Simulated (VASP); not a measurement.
Set up this calculation in VASP 6.6.1, as the native input.

```yaml
Task: single point
Functional: PBEsol
Potentials_or_basis: VASP PAW PBE potentials, release 64 (Ca_sv, O)
Cutoff: 520 eV
k_mesh: 8 × 8 × 8
Occupations: gaussian, width 0.01 eV
Spin: no spin polarisation
Dipole_correction: no
Further_INCAR_settings: ALGO = Normal; EDIFF = 1e-06; NBANDS = 15
```

The structure of CaO lies in POSCAR:

```
CaO
1.0
    2.3411525506      2.3411525506      0.0000000000
   -2.3411525506      2.3411525506      0.0000000000
    0.0000000000      2.3411525506      2.3411525506
Ca O
1 1
Direct
    0.0000000000      0.0000000000      0.0000000000
    0.5000000000      0.5000000000      0.0000000000
```

The input as run:

INCAR

```
SYSTEM = CaO
PREC = Accurate ; ENCUT = 520
EDIFF = 1E-6 ; ISMEAR = 0
SIGMA = 0.01 ; LREAL = .FALSE.
LASPH = .TRUE. ; NELM = 60
ALGO = Normal ; ISIF = 2
LWAVE = .FALSE. ; LCHARG = .FALSE.
GGA = PS ; NBANDS = 15
```

KPOINTS

```
regular mesh
0
G
  8 8 8
  0 0 0
```

Potentials or basis: VASP PAW PBE potentials, release 64 (Ca_sv, O).

The run is started by

```sh
$ cat potpaw_PBE.64/Ca_sv/POTCAR potpaw_PBE.64/O/POTCAR > POTCAR
$ mpirun -np 1 vasp_std > vasp.out
```

It gave:

```
Pressure               : 7.8 GPa
Band gap on the k mesh : 3.48 eV, indirect (least direct gap 3.84 eV)
```

Caveat: the PAW data sets were made with another functional, which shifts forces and pressure a little.

Wall time 6.4 s on 1 thread of Intel(R) Xeon(R) 6975P-C (Granite Rapids), with other jobs on the host, peak memory 0.16 GiB.
